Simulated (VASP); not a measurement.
**AlCu3: single point with LDA**

AlCu3:

```xyz
4
Lattice="-0.3359 2.6917 2.6917 2.6917 -0.3359 2.6917 2.6917 2.6917 -0.3359" Properties=species:S:1:pos:R:3 pbc="T T T"
Al    0.0000    0.0000    0.0000
Cu    2.5238    2.5238    2.5238
Cu    1.2619    1.2619    1.2619
Cu    3.7857    3.7857    3.7857
```

```
Program             : VASP 6.6.1
Task                : single point
Functional          : LDA
Potentials or basis : VASP PAW LDA potentials, release 64 (Al, Cu)
Cutoff              : 520 eV
k mesh              : 14 × 14 × 14
Occupations         : gaussian, width 0.15 eV
Spin                : no spin polarisation
```

* Pressure: 9.2 GPa
* Largest force: 0.103 eV/Å
* Band gap on the k mesh: zero (bands 18 and 19 overlap by 5.28 eV)

Forces in eV/Å, atoms in the order of the input:
```
Al   0.000  0.000  0.000
Cu   0.000  0.000  0.000
Cu  -0.059 -0.059 -0.059
Cu   0.059  0.059  0.059
```

Stress tensor (GPa, compression positive):
```
 9.17 22.13 22.13
22.13  9.17 22.13
22.13 22.13  9.17
```

Levels at points of the mesh, in eV from the Fermi level:
```csv
k point,band 15,band 16,band 17,band 18,band 19,band 20,band 21,band 22
"(0.00, 0.00, 0.00)",-2.63,-2.63,3.06,3.06,3.26,3.74,3.74,3.80
"(0.50, 0.00, 0.00)",-2.67,-2.62,-2.37,2.62,2.84,2.85,3.24,5.30
"(0.50, 0.50, 0.00)",-2.68,-2.63,-2.38,-2.37,-1.25,1.03,3.58,9.88
"(0.50, 0.50, 0.50)",-2.59,-2.59,-2.33,1.68,1.68,2.06,2.08,2.08
```

Run time: 2.5 min on 1 thread of Intel(R) Xeon(R) 6975P-C (Granite Rapids) (shared host), peak memory 0.36 GiB.

Caveat: the cell stands under pressure.
